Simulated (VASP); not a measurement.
Write the native input for VASP 6.6.1 that does the following.

```yaml
Task: single point
Functional: PBE
Dispersion: D3(BJ)
Potentials_or_basis: VASP PAW PBE potentials, release 64 (Ni, Mo_sv, Pd, Ir, W_sv)
Cutoff: 520 eV
k_mesh: 8 × 8 × 2
Occupations: fermi-dirac, width 0.05 eV
Spin: collinear spin, ferromagnetic start
Starting_moments: "[1.0, 1.0, 0.0, 0.6, 0.0] μB"
Dipole_correction: no
Further_INCAR_settings: ALGO = Fast; EDIFF = 1e-06; NBANDS = 40
```

The structure of NiMoIrPdW lies in POSCAR:

```
NiMoIrPdW
1.0
    2.3314136260     -1.4090163578      0.0154128082
    2.3314136260      1.4090163578      0.0154128082
   -2.1636926968      0.0000000000     10.8455792209
Ni Mo Pd Ir W
1 1 1 1 1
Direct
    0.4980920854      0.4980920854      0.2956878072
    0.3226452082      0.3226452082      0.9119238223
    0.2457449445      0.2457449445      0.4903118611
    0.7518994262      0.7518994262      0.1088130445
    0.6816083357      0.6816083357      0.6932734649
```

One way to write it, as run:

INCAR

```
SYSTEM = NiMoIrPdW
PREC     = Accurate       ! precision mode
ENCUT    = 520            ! plane-wave cutoff, eV
EDIFF    = 1E-6           ! SCF threshold, eV
ISMEAR   = -1             ! smearing method
SIGMA    = 0.05           ! smearing width, eV
LREAL    = .False.        ! projectors in reciprocal space
LASPH    = .True.         ! aspherical terms in the spheres
NELM     = 150            ! most SCF steps
ALGO     = Fast           ! electronic algorithm
ISIF     = 2              ! what is computed and relaxed
LWAVE    = .False.        ! write WAVECAR
LCHARG   = .False.        ! write CHGCAR
ISPIN    = 2              ! spin polarisation
MAGMOM   = 1 1 0 0.6 0    ! initial moments
LORBIT   = 11             ! projections on sites
LMAXMIX  = 4              ! l up to which the mixer works
GGA      = PE             ! functional
IVDW     = 12             ! dispersion correction
NBANDS   = 40             ! bands
```

KPOINTS

```
Automatic mesh
0
Gamma
  8 8 2
  0 0 0
```

Potentials or basis: VASP PAW PBE potentials, release 64 (Ni, Mo_sv, Pd, Ir, W_sv).

Run with:

```bash
$ cat potpaw_PBE.64/Ni/POTCAR potpaw_PBE.64/Mo_sv/POTCAR potpaw_PBE.64/Pd/POTCAR potpaw_PBE.64/Ir/POTCAR potpaw_PBE.64/W_sv/POTCAR > POTCAR
$ mpirun -np 1 vasp_std > vasp.out
```

It gave:

* Pressure: 0.4 GPa
* Largest force: 0.025 eV/Å
* Net moment: 0.00 μB per cell
* Valence electrons inside the program's atomic spheres: Ni 9.18; Mo 12.60; Pd 9.63; Ir 8.41; W 12.11
* Dispersion energy per atom: -0.657 eV

It took 8.8 min on 1 thread of AMD EPYC 7R43 64-Core Processor (Zen 3) (shared host), peak memory 0.34 GiB.
